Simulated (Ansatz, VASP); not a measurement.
EuS: VASP beside Ansatz

```xyz
2
Lattice="0.0000 2.9250 2.9250 2.9250 0.0000 2.9250 2.9250 2.9250 0.0000" Properties=species:S:1:pos:R:3 pbc="T T T"
Eu    0.0000    0.0000    0.0000
S     2.9250    2.9250    2.9250
```

Alike in both runs: functional PBE; k mesh 16 × 16 × 16; occupations gaussian, width 0.1 eV; collinear spin.

Ansatz relaxed the structure, and its values are those at the end. VASP's run is a single point on that final structure, the one shown.

|  | VASP | Ansatz |
| --- | --- | --- |
| version | VASP 6.6.1 | Ansatz 0.2.0 |
| potentials or method | VASP PAW PBE potentials, release 64 (Eu, S), cutoff 600 eV | scalar-relativistic, plane waves, PAW |
| valence electrons in the cell | 23 | 23 |

```csv
,VASP,Ansatz,Ansatz less VASP
gap on the k mesh at the Fermi level (eV),none,none,-
pressure (GPa),-0.2,0.0,+0.24
net moment per atom (μB),3.48,3.48,+0.003
size of the moment on the site where the two differ most (μB),6.57,6.72,+0.154
```

Site moments also hang on the region over which each program counts them. A gap of «none» marks a metal or a gap that the smearing closes. Ansatz's warnings: given moment on shells.

Spin-orbit coupling is off throughout.
